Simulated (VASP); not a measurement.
# GaO4 (Pm-3m) in VASP: a series of runs

The runs below take GaO4 through single point, relaxation of cell and atoms, with PBE.

Program: VASP 6.6.1. These are calculated values, not measurements. Logs are shortened: lines on timing, memory, paths and dates and some standing lists are left out, and cuts for length are marked.

### 1 The cell of the first run

The structure is cubic, space group Pm-3m (No. 221). The conventional cell has a = 3.971 Å, b = 3.971 Å, c = 3.971 Å, α = 90.00°, β = 90.00°, γ = 90.00°. Within 2.6 Å of Ga (site symmetry m-3m) lie 6 O at 1.99 Å. O (site symmetry m-3m) has 12 O at 2.81 Å and 8 Ga at 3.44 Å within 3.7 Å. O (site symmetry 4/mmm) has 2 Ga at 1.99 Å within 2.6 Å.

The cell was generated, and may not be a known phase.

### 2 Single point, PBE

INCAR reads:

```
PREC = Accurate ; ENCUT = 520
EDIFF = 1E-6 ; ISMEAR = 0
SIGMA = 0.1 ; LREAL = False
LASPH = True ; NELM = 80
ALGO = Normal ; ISIF = 2
LWAVE = False ; LCHARG = True
GGA = PE ; LELF = True
LVHAR = True ; NBANDS = 26
```

KPOINTS reads:

```
regular mesh
0
Gamma
  4 4 4
```

POSCAR reads:

```
GaO4
1.0
    3.9712903200      0.0000000000      0.0000000000
    0.0000000000      3.9712903200      0.0000000000
    0.0000000000      0.0000000000      3.9712903200
Ga O
1 4
Direct
    0.0000000000      0.0000000000      0.0000000000
    0.5000000000      0.5000000000      0.5000000000
    0.5000000000      0.0000000000      0.0000000000
    0.0000000000      0.5000000000      0.0000000000
    0.0000000000      0.0000000000      0.5000000000
```

Potentials or basis: VASP PAW PBE potentials, release 64 (Ga_d, O).

Run with:

```console
$ cat potpaw_PBE.64/Ga_d/POTCAR potpaw_PBE.64/O/POTCAR > POTCAR
$ mpirun -np 1 vasp_std > vasp.out
```

OUTCAR:

```text
PREC = Accurate
   ENCUT = 520
   EDIFF = 1E-6
   ISMEAR = 0
   LREAL = False
   LASPH = True
   NELM = 80
   ISIF = 2
   GGA = PE

 ion  position               nearest neighbor table
   1  0.000  0.000  0.000-   3 1.99   4 1.99   5 1.99   5 1.99   4 1.99   3 1.99
   2  0.500  0.500  0.500-
   3  0.500  0.000  0.000-   1 1.99   1 1.99
   4  0.000  0.500  0.000-   1 1.99   1 1.99
   5  0.000  0.000  0.500-   1 1.99   1 1.99

  LATTYP: Found a simple cubic cell.
 ALAT       =     3.9712903200

  Lattice vectors:

 A1 = (   3.9712903200,   0.0000000000,   0.0000000000)
 A2 = (   0.0000000000,   3.9712903200,   0.0000000000)
 A3 = (   0.0000000000,   0.0000000000,   3.9712903200)

Analysis of symmetry for initial positions (statically):
=====================================================================
 Subroutine PRICEL returns:
 Original cell was already a primitive cell.

 Routine SETGRP: Setting up the symmetry group for a
 simple cubic supercell.

 Subroutine GETGRP returns: Found 48 space group operations
 (whereof 48 operations were pure point group operations)
 out of a pool of 48 trial point group operations.

The static configuration has the point symmetry O_h .

Analysis of symmetry for dynamics (positions and initial velocities):
=====================================================================
 Subroutine PRICEL returns:
 Original cell was already a primitive cell.

 Routine SETGRP: Setting up the symmetry group for a
 simple cubic supercell.

 Subroutine GETGRP returns: Found 48 space group operations
 (whereof 48 operations were pure point group operations)
 out of a pool of 48 trial point group operations.

The dynamic configuration has the point symmetry O_h .

 Subroutine INISYM returns: Found 48 space group operations
 (whereof 48 operations are pure point group operations),
 and found     1 'primitive' translations

----------------------------------------------------------------------------------------

                                     Primitive cell

  volume of cell :      62.6318

  direct lattice vectors                    reciprocal lattice vectors
     3.971290320  0.000000000  0.000000000     0.251807327  0.000000000  0.000000000
     0.000000000  3.971290320  0.000000000     0.000000000  0.251807327  0.000000000
     0.000000000  0.000000000  3.971290320     0.000000000  0.000000000  0.251807327

  length of vectors
     3.971290320  3.971290320  3.971290320     0.251807327  0.251807327  0.251807327

  position of ions in fractional coordinates (direct lattice)
     0.000000000  0.000000000  0.000000000
     0.500000000  0.500000000  0.500000000
     0.500000000  0.000000000  0.000000000
     0.000000000  0.500000000  0.000000000
     0.000000000  0.000000000  0.500000000

  ion indices of the primitive-cell ions
   primitive index   ion index
                 1           1
                 2           2
                 3           3
                 4           4
                 5           5

----------------------------------------------------------------------------------------

 KPOINTS: regular mesh

Automatic generation of k-mesh.
 Grid dimensions read from file:
 generate k-points for:    4    4    4

 Generating k-lattice:

  Cartesian coordinates                     Fractional coordinates (reciprocal lattice)
     0.062951832  0.000000000  0.000000000     0.250000000  0.000000000  0.000000000
     0.000000000  0.062951832  0.000000000     0.000000000  0.250000000  0.000000000
     0.000000000  0.000000000  0.062951832     0.000000000  0.000000000  0.250000000

  Length of vectors
     0.062951832  0.062951832  0.062951832

  Shift w.r.t. Gamma in fractional coordinates (k-lattice)
     0.000000000  0.000000000  0.000000000

 Subroutine IBZKPT returns following result:
 ===========================================

 Found     10 irreducible k-points:

 Following reciprocal coordinates:
            Coordinates               Weight
  0.000000  0.000000  0.000000      1.000000
  0.250000  0.000000  0.000000      6.000000
  0.500000  0.000000  0.000000      3.000000
  0.250000  0.250000  0.000000     12.000000
  0.500000  0.250000  0.000000     12.000000
  0.500000  0.500000  0.000000      3.000000
  0.250000  0.250000  0.250000      8.000000
  0.500000  0.250000  0.250000     12.000000
  0.500000  0.500000  0.250000      6.000000
  0.500000  0.500000  0.500000      1.000000
   k-points           NKPTS =     10   k-points in BZ     NKDIM =     10   number of bands    NBANDS=     26
   number of dos      NEDOS =    301   number of ions     NIONS =      5
   total plane-waves  NPLWV =  27000
   dimension x,y,z NGX =    30 NGY =   30 NGZ =   30
   dimension x,y,z NGXF=    60 NGYF=   60 NGZF=   60
   ions per type =               1   4
   NGX,Y,Z   is equivalent  to a cutoff of  12.56, 12.56, 12.56 a.u.
   NGXF,Y,Z  is equivalent  to a cutoff of  25.12, 25.12, 25.12 a.u.
 SYSTEM =  unknown system
[... 67 lines left out ...]
      1     -18.2609      2.00000
      2     -16.8997      2.00000
      3     -16.8997      2.00000
      4     -16.0898      2.00000
      5     -12.6967      2.00000
      6     -12.6967      2.00000
[... 18 lines left out ...]
     25      13.5138      0.00000
     26      15.0166      0.00000

 k-point     2 :       0.2500    0.0000    0.0000
  band No.  band energies     occupation
      1     -18.0368      2.00000
      2     -16.9332      2.00000
      3     -16.8926      2.00000
      4     -16.1186      2.00000
      5     -12.7110      2.00000
      6     -12.7110      2.00000
[... 18 lines left out ...]
     25      14.2254      0.00000
     26      14.2588      0.00000

 k-point     3 :       0.5000    0.0000    0.0000
  band No.  band energies     occupation
      1     -17.7096      2.00000
      2     -17.0965      2.00000
      3     -16.8858      2.00000
      4     -16.0972      2.00000
      5     -12.8619      2.00000
      6     -12.7252      2.00000
[... 18 lines left out ...]
     25      13.9420      0.00000
     26      13.9420      0.00000

 k-point     4 :       0.2500    0.2500    0.0000
  band No.  band energies     occupation
      1     -17.8218      2.00000
      2     -16.9103      2.00000
      3     -16.8955      2.00000
      4     -16.1693      2.00000
      5     -12.7250      2.00000
      6     -12.7108      2.00000
[... 18 lines left out ...]
     25      13.5223      0.00000
     26      13.8267      0.00000

 k-point     5 :       0.5000    0.2500    0.0000
  band No.  band energies     occupation
      1     -17.5161      2.00000
      2     -17.0052      2.00000
      3     -16.8826      2.00000
      4     -16.1836      2.00000
      5     -12.9142      2.00000
      6     -12.7387      2.00000
[... 18 lines left out ...]
     25      13.5301      0.00000
     26      13.9302      0.00000

 k-point     6 :       0.5000    0.5000    0.0000
  band No.  band energies     occupation
      1     -17.2874      2.00000
      2     -16.8874      2.00000
      3     -16.8874      2.00000
      4     -16.2967      2.00000
      5     -13.0631      2.00000
      6     -12.7521      2.00000
[... 18 lines left out ...]
     25      13.2127      0.00000
     26      13.9360      0.00000

 k-point     7 :       0.2500    0.2500    0.2500
  band No.  band energies     occupation
      1     -17.6134      2.00000
      2     -16.8844      2.00000
      3     -16.8844      2.00000
      4     -16.2111      2.00000
      5     -12.7261      2.00000
      6     -12.7261      2.00000
[... 18 lines left out ...]
     25      12.1569      0.00000
     26      13.6858      0.00000

 k-point     8 :       0.5000    0.2500    0.2500
  band No.  band energies     occupation
      1     -17.3200      2.00000
      2     -16.9434      2.00000
      3     -16.8731      2.00000
      4     -16.2267      2.00000
      5     -12.9397      2.00000
      6     -12.7414      2.00000
[... 18 lines left out ...]
     25      12.3966      0.00000
     26      13.8845      0.00000

 k-point     9 :       0.5000    0.5000    0.2500
  band No.  band energies     occupation
      1     -17.0869      2.00000
      2     -16.8710      2.00000
      3     -16.8710      2.00000
      4     -16.2801      2.00000
      5     -13.0627      2.00000
      6     -12.7751      2.00000
[... 18 lines left out ...]
     25      11.9502      0.00000
     26      14.0227      0.00000

 k-point    10 :       0.5000    0.5000    0.5000
  band No.  band energies     occupation
      1     -16.8543      2.00000
      2     -16.8543      2.00000
      3     -16.8543      2.00000
      4     -16.2632      2.00000
      5     -13.0623      2.00000
      6     -13.0623      2.00000
[... 18 lines left out ...]
     25      10.3230      0.00000
     26      14.0706      0.00000

------------------------ aborting loop because EDIFF is reached ----------------------------------------

  FORCE on cell =-STRESS in cart. coord.  units (eV):
  Direction    XX          YY          ZZ          XY          YZ          ZX
  --------------------------------------------------------------------------------------
  -------------------------------------------------------------------------------------
  Total       -3.8971830     -3.8971830     -3.8971830     -0.0000000      0.0000000     -0.0000000
  in kB      -99.6934148    -99.6934148    -99.6934148     -0.0000000      0.0000000     -0.0000000
  external PRESSURE =     -99.6934148 kB  Pullay stress =       0.0000000 kB

 VOLUME and BASIS-vectors are now :
 -----------------------------------------------------------------------------
  energy-cutoff  :      520.00
  volume of cell :       62.63
      direct lattice vectors                 reciprocal lattice vectors
     3.971290320  0.000000000  0.000000000     0.251807327  0.000000000  0.000000000
     0.000000000  3.971290320  0.000000000     0.000000000  0.251807327  0.000000000
     0.000000000  0.000000000  3.971290320     0.000000000  0.000000000  0.251807327

 POSITION                                       TOTAL-FORCE (eV/Angst)
 -----------------------------------------------------------------------------------
      0.00000      0.00000      0.00000         0.000000      0.000000      0.000000
      1.98565      1.98565      1.98565         0.000000      0.000000      0.000000
      1.98565      0.00000      0.00000         0.000000      0.000000      0.000000
      0.00000      1.98565      0.00000         0.000000      0.000000      0.000000
      0.00000      0.00000      1.98565         0.000000      0.000000      0.000000
 -----------------------------------------------------------------------------------
    total drift:                                0.000000     -0.000000      0.000000

  FREE ENERGIE OF THE ION-ELECTRON SYSTEM (eV)
  ---------------------------------------------------
  free  energy   TOTEN  =       -19.1647283752 eV

  energy  without entropy=      -19.1095283594  energy(sigma->0) =      -19.13712837
```

Wall time 15 s (1 thread of Intel Xeon 6975P-C (Granite Rapids), shared host); peak memory 0.17 GiB.

Results:

| Property | Result |
| --- | --- |
| Free energy | -19.1647 eV |
| Pressure | -10.0 GPa |
| Band gap on the k mesh | zero (an odd number of electrons rules out a gap without spin polarisation) |

Caveat: the k points lie up to 0.40 Å⁻¹ apart, too coarse for converged energies and pressures of a metal; an odd number of electrons without spin polarisation forces a metal; a magnetic or distorted state may lie lower.

(Continued in part 2 of 2.)
